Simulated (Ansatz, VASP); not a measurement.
# NiO2: VASP beside Ansatz

INCAR

```
PREC = Accurate
ENCUT = 700
EDIFF = 1E-6
ISMEAR = 0
SIGMA = 0.05
LREAL = False
LASPH = True
NELM = 120
ALGO = Normal
ISIF = 2
LWAVE = False
LCHARG = False
NBANDS = 22
GGA_COMPAT = False
```

Contents of KPOINTS:

```
Automatic mesh
0
Gamma
  12 12 6
```

POSCAR

```
NiO2
1.0
    2.8475295614      0.0000000000      0.0000000000
   -1.4237647807      2.4660329382      0.0000000000
    0.0000000000      0.0000000000      3.9594898551
Ni O
1 2
Direct
    0.0000000000      0.0000000000      0.5000000000
    0.6666666667      0.3333333333      0.7067356968
    0.3333333333      0.6666666667      0.2932643032
```

Input for Ansatz:

```yaml
crystal:
  lattice:
    - [2.8475295614, 0.0, 0.0]
    - [-1.4237647807, 2.4660329382, 0.0]
    - [0.0, 0.0, 3.9594898551]
  atoms:
    - { symbol: Ni, position: [0.0, 0.0, 0.5] }
    - { symbol: O, position: [0.6666666667, 0.3333333333, 0.7067356968] }
    - { symbol: O, position: [0.3333333333, 0.6666666667, 0.2932643032] }
basis:
  ecutwfc: 520.0
kpoints:
  mp_grid: { grid: [12, 12, 6] }
hamiltonian:
  xc: lda
  pseudopotentials: { kind: paw }
scf:
  occupations: { method: gaussian, width: 0.05 }
output:
  forces: true
  stress: true
  eigenvalues: true
```

Alike in both runs: task single point; functional LDA; k mesh 12 × 12 × 6; occupations gaussian, width 0.05 eV; no spin polarisation.

```csv
,VASP,Ansatz
version,VASP 6.6.1,Ansatz 0.2.0
potentials or method,"VASP PAW LDA potentials, release 64 (Ni_sv_GW, O), cutoff 700 eV","scalar-relativistic, plane waves, PAW"
valence electrons in the cell,30,30
```

VASP gave:

```
gap on the k mesh at the Fermi level (eV)                     : 0.51
least direct gap on the mesh (eV)                             : 1.00
pressure (GPa)                                                : 2.5
traceless stress, the component that is largest in VASP (GPa) : 8.76
rms of the force components (eV/Å)                            : 0.594
```

What did Ansatz give for the same quantities?

gap on the k mesh at the Fermi level (eV): 0.53; least direct gap on the mesh (eV): 1.01; pressure (GPa): 1.4; traceless stress, the component that is largest in VASP (GPa): 9.89; rms of the force components (eV/Å): 0.551.

LDA's correlation is that of Perdew and Zunger in VASP and of Perdew and Wang (1992) in Ansatz. Atom by atom the forces differ by 0.042 eV/Å (rms over components).
